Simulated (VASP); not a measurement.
TiO: single point with r2SCAN

The system is TiO.

```
Ti O
1.0
     2.82633    0.00000    0.00000
    -1.41317    2.44768    0.00000
     0.00000    0.00000    5.54115
Ti O
2 2
Cartesian
  0.0000 1.6318 1.3853
  1.4132 0.8159 4.1559
  0.0000 0.0000 0.0000
  0.0000 0.0000 2.7706
```

```yaml
Program: VASP 6.6.1
Task: single point
Functional: r2SCAN
Potentials_or_basis: VASP PAW PBE potentials, release 64 (Ti_sv, O)
Cutoff: 520 eV
k_mesh: 18 × 18 × 8
Occupations: gaussian, width 0.1 eV
Spin: no spin polarisation
```

The pressure is 1.8 GPa and the band gap on the k mesh is zero (bands 18 and 19 overlap by 0.04 eV).

Stress tensor (GPa, compression positive):
```
1.69 0.00 0.00
0.00 1.69 0.00
0.00 0.00 2.14
```

Levels at points of the mesh, in eV from the Fermi level:
| k point | band 15 | band 16 | band 17 | band 18 | band 19 | band 20 | band 21 | band 22 |
| --- | --- | --- | --- | --- | --- | --- | --- | --- |
| (0.00, 0.00, 0.00) | -5.71 | -5.69 | -2.15 | -0.09 | -0.09 | -0.01 | 1.21 | 1.21 |
| (0.50, 0.00, 0.00) | -6.25 | -5.88 | -2.86 | -0.09 | 1.09 | 1.82 | 2.17 | 2.53 |
| (0.00, 0.00, 0.50) | -5.99 | -5.99 | -0.67 | -0.67 | 0.80 | 0.80 | 0.80 | 0.80 |
| (0.50, 0.00, 0.50) | -6.53 | -6.53 | -1.43 | -1.43 | 2.25 | 2.25 | 2.46 | 2.46 |

Run time: 5.6 min on 1 thread of Intel(R) Xeon(R) 6975P-C (Granite Rapids), on a shared host, peak memory 0.28 GiB.

Caveat: the PAW data sets were made with another functional, which shifts forces and pressure a little; semilocal functionals often make such compounds metallic where correlation or magnetic order opens a gap, which also shifts bond lengths.
